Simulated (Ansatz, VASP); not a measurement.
AlGaN2 in VASP and in Ansatz

```
Al Ga N
1.0
     3.15616    0.00000    0.00000
     0.00000    3.15616    0.00000
     0.00000    0.00000    4.44156
Al Ga N
1 1 2
Direct
  0.50000 0.50000 0.50000
  0.00000 0.00000 0.00000
  0.50000 0.00000 0.74007
  0.00000 0.50000 0.25993
```

Alike in both runs: functional LDA; k mesh 8 × 8 × 6; occupations gaussian, width 0.05 eV; no spin polarisation.

Ansatz relaxed the structure, and its values are those at the end. VASP's run is a single point on that final structure, the one shown.

|  | VASP | Ansatz |
| --- | --- | --- |
| version | VASP 6.6.1 | Ansatz 0.2.0 |
| potentials or method | VASP PAW LDA potentials, release 64 (Al, Ga_d, N), cutoff 520 eV | scalar-relativistic, plane waves, PAW |
| valence electrons in the cell | 26 | 26 |

VASP gave:

| Item | Value |
| --- | --- |
| gap on the k mesh at the Fermi level (eV) | 2.78 |
| least direct gap on the mesh (eV) | 2.78 |
| pressure (GPa) | -6.7 |
| rms of the force components (eV/Å) | 0.010 |

Problem. What did Ansatz give for the same quantities?

Solution. gap on the k mesh at the Fermi level (eV): 2.77; least direct gap on the mesh (eV): 2.77; pressure (GPa): -7.5; rms of the force components (eV/Å): 0.003.

Ansatz warns that its potentials were made for another functional, while VASP's fit it. LDA's correlation is that of Perdew and Zunger in VASP and of Perdew and Wang (1992) in Ansatz. Ansatz's warnings: stress scf threshold loose.
